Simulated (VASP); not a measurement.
Here is a VASP 6.6.1 calculation.

Contents of POSCAR:

```
CdSe
1.0
    0.0000000000      3.0677809654      3.0677809654
    3.0677809654      0.0000000000      3.0677809654
    3.0677809654      3.0677809654      0.0000000000
Cd Se
1 1
Direct
    0.0000000000      0.0000000000      0.0000000000
    0.2500000000      0.2500000000      0.2500000000
```

INCAR.step1

```
PREC = Accurate
ENCUT = 500
EDIFF = 1E-8
ISMEAR = 0
SIGMA = 0.01
LREAL = False
LASPH = True
NELM = 80
ALGO = Normal
LWAVE = True
LCHARG = False
GGA = PE
```

The input INCAR.step2:

```
PREC = Accurate
ENCUT = 500
EDIFF = 1E-8
ISMEAR = 0
SIGMA = 0.01
LREAL = False
LASPH = True
NELM = 1
ALGO = Exact
LWAVE = True
LCHARG = False
GGA = PE
NBANDS = 102
LOPTICS = True
ISTART = 1
```

Contents of INCAR.step3:

```
PREC = Accurate
ENCUT = 500
EDIFF = 1E-8
ISMEAR = 0
SIGMA = 0.01
LREAL = False
LASPH = True
ALGO = EVGW0
LWAVE = False
LCHARG = False
GGA = PE
NELMGW = 1
NBANDS = 102
ENCUTGW = 80.0
NOMEGA = 96
PRECFOCK = Fast
ISTART = 1
NBANDSGW = 17
OMEGAMAX = 20
```

KPOINTS

```
regular mesh
0
Gamma
  8 8 8
```

Potentials or basis: VASP PAW PBE potentials, release 64 (Cd_GW, Se_GW).

Launch:

```console
$ cat potpaw_PBE.64/Cd_GW/POTCAR potpaw_PBE.64/Se_GW/POTCAR > POTCAR
$ cp INCAR.step1 INCAR
$ mpirun -np 1 vasp_std > vasp.out
$ cp INCAR.step2 INCAR
$ mpirun -np 1 vasp_std > vasp.out
$ cp INCAR.step3 INCAR
$ mpirun -np 1 vasp_std > vasp.out
```

(1) Predict the quasiparticle gap.

(2) What does it give for the least direct quasiparticle gap?

(3) Predict the least direct gap of the starting levels on the mesh.

(4) What does it give for the band gap of the starting levels on the mesh?

Results:

(1) 1.24 eV.

(2) 1.24 eV.

(3) 0.55 eV.

(4) 0.55 eV.

Caveat: bands, screening cutoff and mesh are small and nothing is extrapolated, so the quasiparticle values aren't converged; the structure was generated, so it needn't be the stable form of CdSe.
